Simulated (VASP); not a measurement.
# Si (Pm-3m) in VASP: a series of runs

The runs below take Si through relaxation of cell and atoms, with PBEsol-based screened hybrid, HF.

All numbers are computed with VASP 6.6.1; they aren't measurements. Logs are shortened: lines on timing, memory, paths and dates and some standing lists are left out, and cuts for length are marked.

### Step 1. The cell of the first run

The structure is cubic, space group Pm-3m (No. 221). Conventional cell: a = 2.532 Å, b = 2.532 Å, c = 2.532 Å, α = 90.00°, β = 90.00°, γ = 90.00°. Within 3.3 Å of Si (site symmetry m-3m) lie 6 Si at 2.53 Å.

### Step 2. Relaxation of cell and atoms, PBEsol-based screened hybrid

The input, POSCAR:

```
Si
1.0
    2.5321100000      0.0000000000      0.0000000000
    0.0000000000      2.5321100000      0.0000000000
    0.0000000000      0.0000000000      2.5321100000
Si
1
Direct
    0.5000000000      0.5000000000      0.5000000000
```

The input, INCAR.step1:

```
SYSTEM = Si
ALGO     = Normal         ! electronic algorithm
EDIFF    = 1E-5           ! SCF threshold, eV
ENCUT    = 600            ! plane-wave cutoff, eV
GGA      = PE             ! functional
ISMEAR   = -1             ! smearing method
LASPH    = .True.         ! aspherical terms in the spheres
LCHARG   = .False.        ! write CHGCAR
LREAL    = .False.        ! projectors in reciprocal space
LWAVE    = .True.         ! write WAVECAR
NBANDS   = 8              ! bands
NELM     = 60             ! most SCF steps
PREC     = Accurate       ! precision mode
SIGMA    = 0.05           ! smearing width, eV
```

The input, INCAR.step2:

```
SYSTEM = Si
AEXX     = 0.25           ! exact-exchange fraction
ALGO     = Normal         ! electronic algorithm
EDIFF    = 1E-7           ! SCF threshold, eV
EDIFFG   = -0.01          ! ionic threshold
ENCUT    = 600            ! plane-wave cutoff, eV
GGA      = PS             ! functional
HFSCREEN = 0.207          ! screening, 1/A
IBRION   = 2              ! ionic algorithm
ISIF     = 3              ! what is computed and relaxed
ISMEAR   = -1             ! smearing method
ISTART   = 1            
LASPH    = .True.         ! aspherical terms in the spheres
LCHARG   = .False.        ! write CHGCAR
LHFCALC  = .True.         ! exact exchange
LREAL    = .False.        ! projectors in reciprocal space
LWAVE    = .False.        ! write WAVECAR
NELM     = 60             ! most SCF steps
NSW      = 60             ! ionic steps
PREC     = Accurate       ! precision mode
PRECFOCK = Normal       
SIGMA    = 0.05           ! smearing width, eV
```

The input, KPOINTS:

```
k-points
0
Gamma
  5 5 5
  0 0 0
```

Potentials or basis: VASP PAW PBE potentials, release 64 (Si).

The run is started by

```sh
$ cat potpaw_PBE.64/Si/POTCAR > POTCAR
$ cp INCAR.step1 INCAR
$ mpirun -np 1 vasp_std > vasp.out
$ cp INCAR.step2 INCAR
$ mpirun -np 1 vasp_std > vasp.out
```

OUTCAR:

```text
SYSTEM = Si
   AEXX = 0.25
   EDIFF = 1E-7
   EDIFFG = -0.01
   ENCUT = 600
   GGA = PS
   HFSCREEN = 0.207
   IBRION = 2
   ISIF = 3
   ISMEAR = -1
   ISTART = 1
   LASPH = .True.
   LHFCALC = .True.
   LREAL = .False.
   NELM = 60
   NSW = 60
   PREC = Accurate
   PRECFOCK = Normal

 ion  position               nearest neighbor table
   1  0.500  0.500  0.500-

  LATTYP: Found a simple cubic cell.
 ALAT       =     2.5321100000

  Lattice vectors:

 A1 = (   2.5321100000,   0.0000000000,   0.0000000000)
 A2 = (   0.0000000000,   2.5321100000,   0.0000000000)
 A3 = (   0.0000000000,   0.0000000000,   2.5321100000)

Analysis of symmetry for initial positions (statically):
=====================================================================
 Subroutine PRICEL returns:
 Original cell was already a primitive cell.

 Routine SETGRP: Setting up the symmetry group for a
 simple cubic supercell.

 Subroutine GETGRP returns: Found 48 space group operations
 (whereof 48 operations were pure point group operations)
 out of a pool of 48 trial point group operations.

The static configuration has the point symmetry O_h .

Analysis of symmetry for dynamics (positions and initial velocities):
=====================================================================
 Subroutine PRICEL returns:
 Original cell was already a primitive cell.

 Routine SETGRP: Setting up the symmetry group for a
 simple cubic supercell.

 Subroutine GETGRP returns: Found 48 space group operations
 (whereof 48 operations were pure point group operations)
 out of a pool of 48 trial point group operations.

The dynamic configuration has the point symmetry O_h .

 Subroutine INISYM returns: Found 48 space group operations
 (whereof 48 operations are pure point group operations),
 and found     1 'primitive' translations

----------------------------------------------------------------------------------------

                                     Primitive cell

  volume of cell :      16.2348

  direct lattice vectors                    reciprocal lattice vectors
     2.532110000  0.000000000  0.000000000     0.394927551  0.000000000  0.000000000
     0.000000000  2.532110000  0.000000000     0.000000000  0.394927551  0.000000000
     0.000000000  0.000000000  2.532110000     0.000000000  0.000000000  0.394927551

  length of vectors
     2.532110000  2.532110000  2.532110000     0.394927551  0.394927551  0.394927551

  position of ions in fractional coordinates (direct lattice)
     0.500000000  0.500000000  0.500000000

  ion indices of the primitive-cell ions
   primitive index   ion index
                 1           1

----------------------------------------------------------------------------------------

 KPOINTS: k-points

Automatic generation of k-mesh.
 Grid dimensions read from file:
 generate k-points for:    5    5    5

 Generating k-lattice:

  Cartesian coordinates                     Fractional coordinates (reciprocal lattice)
     0.078985510  0.000000000  0.000000000     0.200000000  0.000000000  0.000000000
     0.000000000  0.078985510  0.000000000     0.000000000  0.200000000  0.000000000
     0.000000000  0.000000000  0.078985510     0.000000000  0.000000000  0.200000000

  Length of vectors
     0.078985510  0.078985510  0.078985510

  Shift w.r.t. Gamma in fractional coordinates (k-lattice)
     0.000000000  0.000000000  0.000000000

 Subroutine IBZKPT returns following result:
[... 38 lines left out ...]
   IBRION =      2    ionic relax: 0-MD 1-quasi-New 2-CG
   NFREE  =      1    steps in history (QN), initial steepest desc. (CG)
   ISIF   =      3    stress and relaxation
   ISYM   =      3    0-nonsym 1-usesym 2-fastsym
   POTIM  = 0.5000    time-step for ionic-motion
   TEBEG  =    0.0;   TEEND  =   0.0 temperature during run
   PSTRESS=    0.0 pullay stress
   NELECT =       4.0000    total number of electrons
   NUPDOWN=      -1.0000    fix difference up-down
   EMIN   =  10.00;   EMAX   =-10.00  energy-range for DOS
   EFERMI =   0.00;   METHOD = LEGACY
   ISMEAR =    -1;   SIGMA  =   0.05  broadening in eV -4-tet -1-fermi 0-gaus
   EFERMI_NEDOS =   21; number of points for ismear=-14 and -15
   IALGO  =     38    algorithm
   IMIX   =      1    mixing-type and parameters
     AMIX     =   0.40;   BMIX     =  1.00
     AMIX_MAG =   1.60;   BMIX_MAG =  1.00
  volume/ion in A,a.u.               =      16.23       109.56
  Fermi-wavevector in a.u.,A,eV,Ry     =   1.026311  1.939446 14.331207  1.053314
  Thomas-Fermi vector in A             =   2.160197
   LORBIT       =      0    0 simple, 1 ext, 2 COOP (PROOUT), +10 PAW based schemes
   GGA     = PS    functional components
   LHFCALC =     T    Hartree Fock is set to
   PRECFOCK=normal    Normal, Fast or Accurate (Low or Medium for compatibility)
   ENCUT4O =  -1.0   cutoff for four orbital integrals eV
   NKREDX  =     1    reduce k-point grid by
   NKREDY  =     1    reduce k-point grid by
   NKREDZ  =     1    reduce k-point grid by
   AEXX    =    0.2500 exact exchange contribution
   HFSCREEN=    0.2070 screening length (either q_TF or 0.3 A-1)
   HFSCREENC=   0.2070 screening length for correlation (either q_TF or 0.3 A-1)
   ENCUTFOCK=  -1.0 apply spherical cutoff to Coloumb kernel
   IVDW    =     0    specifies the selected vdW correction
   LEPSILON=     F    determine dielectric tensor
   LRPA    =     F    only Hartree local field effects (RPA)
 conjugate gradient relaxation of ions
 non-spin polarized calculation
  energy-cutoff  :      600.00
  volume of cell :       16.23
 maximum number of plane-waves:       553
  NGX = 16; NGY = 16; NGZ = 16

--------------------------------------- Ionic step        1  -------------------------------------------

 number of electron       4.0000000 magnetization

 Free energy of the ion-electron system (eV)
  ---------------------------------------------------
  ext. energy  EPLUGINS =         0.00000000
  ---------------------------------------------------
  free energy    TOTEN  =        -6.09622602 eV

  energy without entropy =       -6.09290029  energy(sigma->0) =       -6.09456315

------------------------ aborting loop because EDIFF is reached ----------------------------------------

  FORCE on cell =-STRESS in cart. coord.  units (eV):
  Direction    XX          YY          ZZ          XY          YZ          ZX
  --------------------------------------------------------------------------------------
  -------------------------------------------------------------------------------------
  Total       -0.0146673     -0.0146673     -0.0146673     -0.0000000     -0.0000000      0.0000000
  in kB       -1.4474781     -1.4474781     -1.4474781     -0.0000000     -0.0000000      0.0000000
  external PRESSURE =      -1.4474781 kB  Pullay stress =       0.0000000 kB

 VOLUME and BASIS-vectors are now :
 -----------------------------------------------------------------------------
  energy-cutoff  :      600.00
  volume of cell :       16.23
      direct lattice vectors                 reciprocal lattice vectors
     2.532110000  0.000000000  0.000000000     0.394927551  0.000000000  0.000000000
     0.000000000  2.532110000  0.000000000     0.000000000  0.394927551  0.000000000
     0.000000000  0.000000000  2.532110000     0.000000000  0.000000000  0.394927551

 POSITION                                       TOTAL-FORCE (eV/Angst)
 -----------------------------------------------------------------------------------
      1.26605      1.26605      1.26605         0.000000      0.000000      0.000000
 -----------------------------------------------------------------------------------
    total drift:                                0.000183      0.000168      0.000029

  FREE ENERGIE OF THE ION-ELECTRON SYSTEM (eV)
  ---------------------------------------------------
  free  energy   TOTEN  =        -6.0962260180 eV

  energy  without entropy=       -6.0929002853  energy(sigma->0) =       -6.09456315

--------------------------------------- Ionic step        2  -------------------------------------------

 number of electron       4.0000000 magnetization

 Free energy of the ion-electron system (eV)
  ---------------------------------------------------
  ext. energy  EPLUGINS =         0.00000000
  ---------------------------------------------------
  free energy    TOTEN  =        -6.09623047 eV

  energy without entropy =       -6.09290474  energy(sigma->0) =       -6.09456761

 E-fermi :   7.8445     XC(G=0):  -8.8145

 val. band max:        7.6877621038   @ k =   0.4000   0.4000   0.2000
 cond. band min:       8.5437707672   @ k =   0.4000   0.4000   0.4000
 fundamental gap:      0.8560086634
 Fermi energy:         7.8445361107

 k-point     1 :       0.0000    0.0000    0.0000
  band No.  band energies     occupation
      1      -6.7799      2.00000
      2      16.5009      0.00000
      3      16.5009      0.00000
      4      16.7616      0.00000
      5      16.7616      0.00000
      6      16.7616      0.00000
[... 73 lines left out ...]
 k-point    10 :       0.4000    0.4000    0.4000
  band No.  band energies     occupation
      1       4.6441      2.00000
      2       8.5438      0.00000
      3       8.5438      0.00000
      4      12.4950      0.00000
      5      15.4987      0.00000
      6      15.4987      0.00000

------------------------ aborting loop because EDIFF is reached ----------------------------------------

  FORCE on cell =-STRESS in cart. coord.  units (eV):
  Direction    XX          YY          ZZ          XY          YZ          ZX
  --------------------------------------------------------------------------------------
  -------------------------------------------------------------------------------------
  Total        0.0087718      0.0087718      0.0087718      0.0000000     -0.0000000      0.0000000
  in kB        0.8675098      0.8675098      0.8675098      0.0000000     -0.0000000      0.0000000
  external PRESSURE =       0.8675098 kB  Pullay stress =       0.0000000 kB

 VOLUME and BASIS-vectors are now :
 -----------------------------------------------------------------------------
  energy-cutoff  :      600.00
  volume of cell :       16.20
      direct lattice vectors                 reciprocal lattice vectors
     2.530318310 -0.000000000  0.000000000     0.395207194  0.000000000 -0.000000000
    -0.000000000  2.530318310 -0.000000000     0.000000000  0.395207194  0.000000000
     0.000000000 -0.000000000  2.530318310    -0.000000000  0.000000000  0.395207194

 POSITION                                       TOTAL-FORCE (eV/Angst)
 -----------------------------------------------------------------------------------
      1.26516      1.26516      1.26516        -0.000000     -0.000000      0.000000
 -----------------------------------------------------------------------------------
    total drift:                                0.000003      0.000003      0.000000

  FREE ENERGIE OF THE ION-ELECTRON SYSTEM (eV)
  ---------------------------------------------------
  free  energy   TOTEN  =        -6.0962304749 eV

  energy  without entropy=       -6.0929047387  energy(sigma->0) =       -6.09456761

 reached required accuracy - stopping structural energy minimisation
```

Wall time 18 s (1 thread of Intel Xeon 6975P-C (Granite Rapids), shared host); peak memory 0.21 GiB.

Results:

- Free energy: -6.0962 eV
- Relaxed volume: 16.20 Å³/atom
- Relaxed cell: a = 2.530 Å, b = 2.530 Å, c = 2.530 Å, α = 90.00°, β = 90.00°, γ = 90.00°
- Space group after relaxing (to 0.05 Å): Pm-3m (No. 221)
- Energy gained by relaxing: 0.0 meV/atom
- Ionic steps: 2
- Pressure after relaxing: 0.1 GPa
- Band gap on the k mesh: zero (band 2 reaches 16.50 eV, above the bottom of band 3 at 6.84 eV)

Final structure:
```yaml
crystal:
  lattice:
    - [2.53032, 0.00000, 0.00000]
    - [0.00000, 2.53032, 0.00000]
    - [0.00000, 0.00000, 2.53032]
  atoms:
    - { symbol: Si, position: [0.50000, 0.50000, 0.50000] }
```

Caveat: the k points lie up to 0.50 Å⁻¹ apart in the final cell; the PAW data sets were made with another functional, which shifts forces and pressure a little.

### Step 3. Relaxation of cell and atoms, HF

POSCAR is that of step 2.

The input, INCAR.step1:

```
PREC = Accurate
ENCUT = 600
EDIFF = 1E-5
ISMEAR = -1
SIGMA = 0.05
LREAL = F
LASPH = T
NELM = 80
ALGO = Normal
LWAVE = T
LCHARG = F
GGA = PE
NBANDS = 8
```

The input, INCAR.step2:

```
PREC = Accurate
ENCUT = 600
EDIFF = 1E-7
ISMEAR = -1
SIGMA = 0.05
LREAL = F
LASPH = T
NELM = 80
ALGO = Normal
ISIF = 3
LWAVE = F
LCHARG = F
GGA = PE
LHFCALC = T
AEXX = 1.0
ALDAC = 0.0
AGGAC = 0.0
PRECFOCK = Normal
IBRION = 2
NSW = 60
EDIFFG = -0.01
ISTART = 1
```

The input, KPOINTS:

```
regular mesh
0
Gamma
  5 5 5
```

Potentials or basis: VASP PAW PBE potentials, release 64 (Si).

The run is started by

```sh
$ cat potpaw_PBE.64/Si/POTCAR > POTCAR
$ cp INCAR.step1 INCAR
$ mpirun -np 1 vasp_std > vasp.out
$ cp INCAR.step2 INCAR
$ mpirun -np 1 vasp_std > vasp.out
```

OUTCAR:

```text
PREC = Accurate
   ENCUT = 600
   EDIFF = 1E-7
   ISMEAR = -1
   LREAL = F
   LASPH = T
   NELM = 80
   ISIF = 3
   GGA = PE
   LHFCALC = T
   AEXX = 1.0
   PRECFOCK = Normal
   IBRION = 2
   NSW = 60
   EDIFFG = -0.01
   ISTART = 1

 ion  position               nearest neighbor table
   1  0.500  0.500  0.500-

  LATTYP: Found a simple cubic cell.
 ALAT       =     2.5321100000

  Lattice vectors:

 A1 = (   2.5321100000,   0.0000000000,   0.0000000000)
 A2 = (   0.0000000000,   2.5321100000,   0.0000000000)
 A3 = (   0.0000000000,   0.0000000000,   2.5321100000)

Analysis of symmetry for initial positions (statically):
=====================================================================
 Subroutine PRICEL returns:
 Original cell was already a primitive cell.

 Routine SETGRP: Setting up the symmetry group for a
 simple cubic supercell.

[... 137 lines left out ...]
   IVDW    =     0    specifies the selected vdW correction
   LEPSILON=     F    determine dielectric tensor
   LRPA    =     F    only Hartree local field effects (RPA)
 conjugate gradient relaxation of ions
 non-spin polarized calculation
  energy-cutoff  :      600.00
  volume of cell :       16.23
 maximum number of plane-waves:       553
  NGX = 16; NGY = 16; NGZ = 16

--------------------------------------- Ionic step        1  -------------------------------------------

 number of electron       4.0000000 magnetization

 Free energy of the ion-electron system (eV)
  ---------------------------------------------------
  ext. energy  EPLUGINS =         0.00000000
  ---------------------------------------------------
  free energy    TOTEN  =        -8.35285238 eV

  energy without entropy =       -8.34952684  energy(sigma->0) =       -8.35118961

------------------------ aborting loop because EDIFF is reached ----------------------------------------

  FORCE on cell =-STRESS in cart. coord.  units (eV):
  Direction    XX          YY          ZZ          XY          YZ          ZX
  --------------------------------------------------------------------------------------
  -------------------------------------------------------------------------------------
  Total        0.8961523      0.8961523      0.8961523     -0.0000000      0.0000000     -0.0000000
  in kB       88.4391805     88.4391805     88.4391805     -0.0000000      0.0000000     -0.0000000
  external PRESSURE =      88.4391805 kB  Pullay stress =       0.0000000 kB
[... 57 lines left out ...]
--------------------------------------- Ionic step        3  -------------------------------------------

 number of electron       3.9999999 magnetization

 Free energy of the ion-electron system (eV)
  ---------------------------------------------------
  ext. energy  EPLUGINS =         0.00000000
  ---------------------------------------------------
  free energy    TOTEN  =        -8.38834770 eV

  energy without entropy =       -8.38502216  energy(sigma->0) =       -8.38668493

 E-fermi :   6.5901     XC(G=0):   0.0000

 val. band max:        6.4333002910   @ k =   0.4000   0.4000   0.2000
 cond. band min:      10.2013895046   @ k =   0.4000   0.4000   0.4000
 fundamental gap:      3.7680892136
 Fermi energy:         6.5900750017

 k-point     1 :       0.0000    0.0000    0.0000
  band No.  band energies     occupation
      1     -12.5155      2.00000
      2      20.7927      0.00000
      3      20.7927      0.00000
      4      20.7927      0.00000
      5      20.9019      0.00000
      6      20.9019      0.00000
[... 107 lines left out ...]
  FREE ENERGIE OF THE ION-ELECTRON SYSTEM (eV)
  ---------------------------------------------------
  free  energy   TOTEN  =        -8.3883477000 eV

  energy  without entropy=       -8.3850221600  energy(sigma->0) =       -8.38668493

 reached required accuracy - stopping structural energy minimisation
```

Wall time 35 s (1 thread of Intel Xeon 6975P-C (Granite Rapids), shared host); peak memory 0.12 GiB.

Results:

* Free energy: -8.3883 eV
* Relaxed volume: 17.61 Å³/atom
* Relaxed cell: a = 2.602 Å, b = 2.602 Å, c = 2.602 Å, α = 90.00°, β = 90.00°, γ = 90.00°
* Space group after relaxing (to 0.05 Å): Pm-3m (No. 221)
* Energy gained by relaxing: 35.5 meV/atom
* Ionic steps: 3
* Pressure after relaxing: 0.0 GPa
* Band gap on the k mesh: zero (band 2 reaches 20.79 eV, above the bottom of band 3 at 5.11 eV)

Step by step:
| step | energy change (eV) | largest force (eV/Å) | pressure (GPa) | volume (Å³) |
| --- | --- | --- | --- | --- |
| 1 | 0.0000 | 0.0000 | 8.84 | 16.23 |
| 2 | -0.0254 | 0.0000 | -3.78 | 18.43 |
| 3 | -0.0355 | 0.0000 | 0.00 | 17.61 |

Final structure:
```
Si
1.0
     2.60189    0.00000    0.00000
     0.00000    2.60189    0.00000
     0.00000    0.00000    2.60189
Si
1
Cartesian
  1.3009 1.3009 1.3009
```

Levels at points of the mesh, in eV from the Fermi level:
| k point | band 1 | band 2 | band 3 | band 4 | band 5 | band 6 |
| --- | --- | --- | --- | --- | --- | --- |
| (0.00, 0.00, 0.00) | -19.11 | 14.20 | 14.20 | 14.20 | 14.31 | 14.31 |

Caveat: the k points lie up to 0.48 Å⁻¹ apart in the final cell; the PAW data sets were made with another functional, which shifts forces and pressure a little.
